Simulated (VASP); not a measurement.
# Ho3N (P3m1) in VASP: single point with PBE

Aim: the single point of Ho3N with PBE.

All numbers are computed with VASP 6.6.1; they aren't measurements. Logs are shortened: lines on timing, memory, paths and dates and some standing lists are left out, and cuts for length are marked.

### 1 The cell of the first run

The typed cell holds 4 atoms: a = 6.501 Å, b = 6.501 Å, c = 3.180 Å, α = 90.00°, β = 90.00°, γ = 120.00°.

The cell was generated, and may not be a known phase.

### 2 Single point, PBE

INCAR reads:

```
PREC = Accurate ; ENCUT = 600
EDIFF = 1E-6 ; ISMEAR = 0
SIGMA = 0.2 ; LREAL = F
LASPH = T ; NELM = 200
ALGO = Normal ; ISIF = 2
LWAVE = F ; LCHARG = T
GGA = PE ; LELF = T
LVHAR = T ; NBANDS = 24
GGA_COMPAT = F ; LMAXMIX = 6
```

KPOINTS reads:

```
Automatic mesh
0
Gamma
  5 5 5
```

POSCAR reads:

```
Ho3N
1.0
    6.5012179520      0.0000000000      0.0000000000
   -3.2506089760      5.6302199020      0.0000000000
    0.0000000000      0.0000000000      3.1795251072
Ho N
3 1
Direct
    0.4923210659      0.5076789341      0.2310191995
    0.4923210659     -0.0153578582      0.2310191995
    1.0153578582      0.5076789341      0.2310191995
    0.3333333300      0.6666666700      0.7307726516
```

Potentials or basis: VASP PAW PBE potentials, release 64 (Ho_3, N), 4f in core.

On the command line:

```sh
> cat potpaw_PBE.64/Ho_3/POTCAR potpaw_PBE.64/N/POTCAR > POTCAR
> mpirun -np 1 vasp_std > vasp.out
```

OUTCAR:

```text
PREC = Accurate
   ENCUT = 600
   EDIFF = 1E-6
   ISMEAR = 0
   LREAL = F
   LASPH = T
   NELM = 200
   ISIF = 2
   GGA = PE

 ion  position               nearest neighbor table
   1  0.492  0.508  0.231-   4 2.39   4 2.39   3 3.10   2 3.10   3 3.40   2 3.40
   2  0.492  0.985  0.231-   4 2.39   4 2.39   1 3.10   3 3.10   3 3.40   1 3.40
   3  0.015  0.508  0.231-   4 2.39   4 2.39   1 3.10   2 3.10   1 3.40   2 3.40
   4  0.333  0.667  0.731-   1 2.39   3 2.39   2 2.39   1 2.39   3 2.39   2 2.39

  LATTYP: Found a hexagonal cell.
 ALAT       =     6.5012179520
 C/A-ratio  =     0.4890660690

  Lattice vectors:

 A1 = (   6.5012179520,   0.0000000000,   0.0000000000)
 A2 = (  -3.2506089760,   5.6302199020,   0.0000000000)
 A3 = (   0.0000000000,   0.0000000000,   3.1795251072)

Analysis of symmetry for initial positions (statically):
=====================================================================
 Subroutine PRICEL returns:
 Original cell was already a primitive cell.

 Routine SETGRP: Setting up the symmetry group for a
 hexagonal supercell.

 Subroutine GETGRP returns: Found  6 space group operations
 (whereof  6 operations were pure point group operations)
 out of a pool of 24 trial point group operations.

The static configuration has the point symmetry C_3v.

Analysis of symmetry for dynamics (positions and initial velocities):
=====================================================================
 Subroutine PRICEL returns:
 Original cell was already a primitive cell.

 Routine SETGRP: Setting up the symmetry group for a
 hexagonal supercell.

 Subroutine GETGRP returns: Found  6 space group operations
 (whereof  6 operations were pure point group operations)
 out of a pool of 24 trial point group operations.

The dynamic configuration has the point symmetry C_3v.

 Subroutine INISYM returns: Found  6 space group operations
 (whereof  6 operations are pure point group operations),
 and found     1 'primitive' translations

----------------------------------------------------------------------------------------

                                     Primitive cell

  volume of cell :     116.3811

  direct lattice vectors                    reciprocal lattice vectors
     6.501217952  0.000000000  0.000000000     0.153817332  0.088806478  0.000000000
    -3.250608976  5.630219902  0.000000000     0.000000000  0.177612956  0.000000000
     0.000000000  0.000000000  3.179525107     0.000000000  0.000000000  0.314512377

  length of vectors
     6.501217952  6.501217952  3.179525107     0.177612956  0.177612956  0.314512377

  position of ions in fractional coordinates (direct lattice)
     0.492321066  0.507678934  0.231019199
     0.492321066  0.984642142  0.231019199
     0.015357858  0.507678934  0.231019199
     0.333333330  0.666666670  0.730772652

  ion indices of the primitive-cell ions
   primitive index   ion index
                 1           1
                 2           2
                 3           3
                 4           4

----------------------------------------------------------------------------------------

 KPOINTS: Automatic mesh

Automatic generation of k-mesh.
 Grid dimensions read from file:
 generate k-points for:    5    5    5

 Generating k-lattice:

  Cartesian coordinates                     Fractional coordinates (reciprocal lattice)
     0.030763466  0.017761296  0.000000000     0.200000000 -0.000000000  0.000000000
     0.000000000  0.035522591  0.000000000     0.000000000  0.200000000  0.000000000
     0.000000000  0.000000000  0.062902475     0.000000000  0.000000000  0.200000000

  Length of vectors
     0.035522591  0.035522591  0.062902475

  Shift w.r.t. Gamma in fractional coordinates (k-lattice)
     0.000000000  0.000000000  0.000000000

 Subroutine IBZKPT returns following result:
 ===========================================

 Found     19 irreducible k-points:

 Following reciprocal coordinates:
            Coordinates               Weight
  0.000000  0.000000  0.000000      1.000000
  0.200000  0.000000  0.000000      6.000000
  0.400000  0.000000  0.000000      6.000000
  0.200000  0.200000  0.000000      6.000000
  0.400000  0.200000  0.000000      6.000000
  0.000000  0.000000  0.200000      2.000000
[... 11 lines left out ...]
  0.200000  0.200000  0.400000     12.000000
  0.400000  0.200000  0.400000     12.000000
   k-points           NKPTS =     19   k-points in BZ     NKDIM =     19   number of bands    NBANDS=     24
   number of dos      NEDOS =    301   number of ions     NIONS =      4
   total plane-waves  NPLWV =  81648
   dimension x,y,z NGX =    54 NGY =   54 NGZ =   28
   dimension x,y,z NGXF=   108 NGYF=  108 NGZF=   56
   ions per type =               3   1
   NGX,Y,Z   is equivalent  to a cutoff of  13.81, 13.81, 14.64 a.u.
   NGXF,Y,Z  is equivalent  to a cutoff of  27.62, 27.62, 29.28 a.u.
 SYSTEM =  unknown system
   PREC   = accura    normal or accurate (medium, high low for compatibility)
   ISTART =      0    job   : 0-new  1-cont  2-samecut
   ICHARG =      2    charge: 1-file 2-atom 10-const
   ISPIN  =      1    spin polarized calculation?
   LNONCOLLINEAR =      F non collinear calculations
   LSORBIT =      F    spin-orbit coupling
   LASPH  =      T    aspherical Exc in radial PAW
   ENCUT  =  600.0 eV  44.10 Ry    6.64 a.u.  12.98 12.98  6.35*2*pi/ulx,y,z
   NELM   =    200;   NELMIN=  2; NELMDL= -5     # of ELM steps
   EDIFF  = 0.1E-05   stopping-criterion for ELM
   LREAL  =      F    real-space projection
   EDIFFG = 0.1E-04   stopping-criterion for IOM
   NSW    =      0    number of steps for IOM
   IBRION =     -1    ionic relax: 0-MD 1-quasi-New 2-CG
   NFREE  =      0    steps in history (QN), initial steepest desc. (CG)
   ISIF   =      2    stress and relaxation
   ISYM   =      2    0-nonsym 1-usesym 2-fastsym
   POTIM  = 0.5000    time-step for ionic-motion
   TEBEG  =    0.0;   TEEND  =   0.0 temperature during run
   PSTRESS=    0.0 pullay stress
   NELECT =      32.0000    total number of electrons
   NUPDOWN=      -1.0000    fix difference up-down
   EMIN   =  10.00;   EMAX   =-10.00  energy-range for DOS
   EFERMI =   0.00;   METHOD = LEGACY
   ISMEAR =     0;   SIGMA  =   0.20  broadening in eV -4-tet -1-fermi 0-gaus
   EFERMI_NEDOS =   21; number of points for ismear=-14 and -15
   IALGO  =     38    algorithm
   IMIX   =      4    mixing-type and parameters
     AMIX     =   0.40;   BMIX     =  1.00
     AMIX_MAG =   1.60;   BMIX_MAG =  1.00
  volume/ion in A,a.u.               =      29.10       196.34
  Fermi-wavevector in a.u.,A,eV,Ry     =   1.064545  2.011698 15.418886  1.133256
  Thomas-Fermi vector in A             =   2.200067
   LORBIT       =      0    0 simple, 1 ext, 2 COOP (PROOUT), +10 PAW based schemes
   GGA     = PE    functional components
   LHFCALC =     F    Hartree Fock is set to
   AEXX    =    0.0000 exact exchange contribution
   IVDW    =     0    specifies the selected vdW correction
   LEPSILON=     F    determine dielectric tensor
   LRPA    =     F    only Hartree local field effects (RPA)
 non-spin polarized calculation
 Gauss-broadening in eV      SIGMA  =   0.20
  energy-cutoff  :      600.00
  volume of cell :      116.38
 maximum number of plane-waves:      3907
 NGX is ok and might be reduce to    54
   NGX = 25   NGY = 25   NGZ = 13

 number of electron      32.0000001 magnetization

 Free energy of the ion-electron system (eV)
  ---------------------------------------------------
  ext. energy  EPLUGINS =         0.00000000
  ---------------------------------------------------
  free energy    TOTEN  =       -22.01814309 eV

  energy without entropy =      -21.91209421  energy(sigma->0) =      -21.96511865

 E-fermi :   2.4025     XC(G=0):  -9.0780

 val. band max:        2.4010522044   @ k =   0.2000   0.0000   0.4000
 cond. band min:       2.4343127291   @ k =   0.0000   0.0000   0.2000
 fundamental gap:      0.0332605246
 Fermi energy:         2.4024688258

 k-point     1 :       0.0000    0.0000    0.0000
  band No.  band energies     occupation
      1     -22.7372      2.00000
      2     -22.3059      2.00000
      3     -22.3059      2.00000
      4     -21.8175      2.00000
      5     -21.6566      2.00000
      6     -21.5572      2.00000
[... 16 lines left out ...]
     23       6.0798      0.00000
     24       6.0798      0.00000

 k-point     2 :       0.2000    0.0000    0.0000
  band No.  band energies     occupation
      1     -22.6801      2.00000
      2     -22.2958      2.00000
      3     -22.2662      2.00000
      4     -21.8470      2.00000
      5     -21.6496      2.00000
      6     -21.6406      2.00000
[... 16 lines left out ...]
     23       6.0714      0.00000
     24       6.2198      0.00000

 k-point     3 :       0.4000    0.0000    0.0000
  band No.  band energies     occupation
      1     -22.5755      2.00000
      2     -22.2558      2.00000
      3     -22.1783      2.00000
      4     -21.9219      2.00000
      5     -21.8108      2.00000
      6     -21.6359      2.00000
[... 16 lines left out ...]
     23       6.0626      0.00000
     24       6.3630      0.00000

 k-point     4 :       0.2000    0.2000    0.0000
  band No.  band energies     occupation
      1     -22.5923      2.00000
      2     -22.2776      2.00000
      3     -22.2013      2.00000
      4     -21.9055      2.00000
      5     -21.7457      2.00000
      6     -21.6388      2.00000
[... 16 lines left out ...]
     23       6.0843      0.00000
     24       6.4774      0.00000

 k-point     5 :       0.4000    0.2000    0.0000
  band No.  band energies     occupation
      1     -22.5253      2.00000
      2     -22.2414      2.00000
      3     -22.1838      2.00000
      4     -21.9344      2.00000
      5     -21.8291      2.00000
      6     -21.6307      2.00000
[... 316 lines left out ...]
 k-point    17 :       0.0000    0.4000    0.4000
  band No.  band energies     occupation
      1     -22.5431      2.00000
      2     -22.3489      2.00000
      3     -22.3303      2.00000
      4     -22.2968      2.00000
      5     -22.1396      2.00000
      6     -22.0800      2.00000
[... 16 lines left out ...]
     23       5.1758      0.00000
     24       5.9271      0.00000

 k-point    18 :       0.2000    0.2000    0.4000
  band No.  band energies     occupation
      1     -22.5481      2.00000
      2     -22.3581      2.00000
      3     -22.3254      2.00000
      4     -22.2969      2.00000
      5     -22.1717      2.00000
      6     -22.0977      2.00000
[... 16 lines left out ...]
     23       5.6094      0.00000
     24       5.9580      0.00000

 k-point    19 :       0.4000    0.2000    0.4000
  band No.  band energies     occupation
      1     -22.5343      2.00000
      2     -22.3390      2.00000
      3     -22.2981      2.00000
      4     -22.2953      2.00000
      5     -22.1306      2.00000
      6     -22.0824      2.00000
[... 16 lines left out ...]
     23       5.1836      0.00000
     24       5.9016      0.00000

------------------------ aborting loop because EDIFF is reached ----------------------------------------

  FORCE on cell =-STRESS in cart. coord.  units (eV):
  Direction    XX          YY          ZZ          XY          YZ          ZX
  --------------------------------------------------------------------------------------
  -------------------------------------------------------------------------------------
  Total        0.6243367      0.6243367      0.2302482      0.0000000      0.0000000     -0.0000000
  in kB        8.5950242      8.5950242      3.1697462      0.0000000      0.0000000     -0.0000000
  external PRESSURE =       6.7865982 kB  Pullay stress =       0.0000000 kB

 VOLUME and BASIS-vectors are now :
 -----------------------------------------------------------------------------
  energy-cutoff  :      600.00
  volume of cell :      116.38
      direct lattice vectors                 reciprocal lattice vectors
     6.501217952  0.000000000  0.000000000     0.153817332  0.088806478  0.000000000
    -3.250608976  5.630219902  0.000000000     0.000000000  0.177612956  0.000000000
     0.000000000  0.000000000  3.179525107     0.000000000  0.000000000  0.314512377

 POSITION                                       TOTAL-FORCE (eV/Angst)
 -----------------------------------------------------------------------------------
      1.55042      2.85834      0.73453         0.037690     -0.021760     -0.002157
     -0.00000      5.54375      0.73453         0.000000      0.043520     -0.002157
     -1.55042      2.85834      0.73453        -0.037690     -0.021760     -0.002157
     -0.00000      3.75348      2.32351        -0.000000     -0.000000      0.006472
 -----------------------------------------------------------------------------------
    total drift:                                0.000040     -0.000023      0.000101

  FREE ENERGIE OF THE ION-ELECTRON SYSTEM (eV)
  ---------------------------------------------------
  free  energy   TOTEN  =       -22.0181430928 eV

  energy  without entropy=      -21.9120942114  energy(sigma->0) =      -21.96511865
```

Wall time 62 s (1 thread of Intel Xeon 6975P-C (Granite Rapids), shared host); peak memory 0.29 GiB.

What came out:

```yaml
Free_energy: -22.0181 eV
Pressure: 0.7 GPa
Largest_force: 0.044 eV/Å
Band_gap_on_the_k_mesh: zero (bands 16 and 17 overlap by 0.62 eV)
```

Forces on the atoms (eV/Å):
```
Ho   0.038 -0.022 -0.002
Ho   0.000  0.044 -0.002
Ho  -0.038 -0.022 -0.002
N    0.000  0.000  0.006
```

Stress tensor (GPa, compression positive):
```
0.86 0.00 0.00
0.00 0.86 0.00
0.00 0.00 0.32
```

Caveat: the k points lie up to 0.40 Å⁻¹ apart, too coarse for converged energies and pressures of a metal; spin-orbit coupling is left out, which moves the levels of the heavy elements; the 4f electrons are frozen in the core, so they carry no moment and show no levels; the run has no spin polarisation, though such a crystal can be magnetic.

The gap in the log of VASP goes by the Fermi energy; the results here count the filled bands.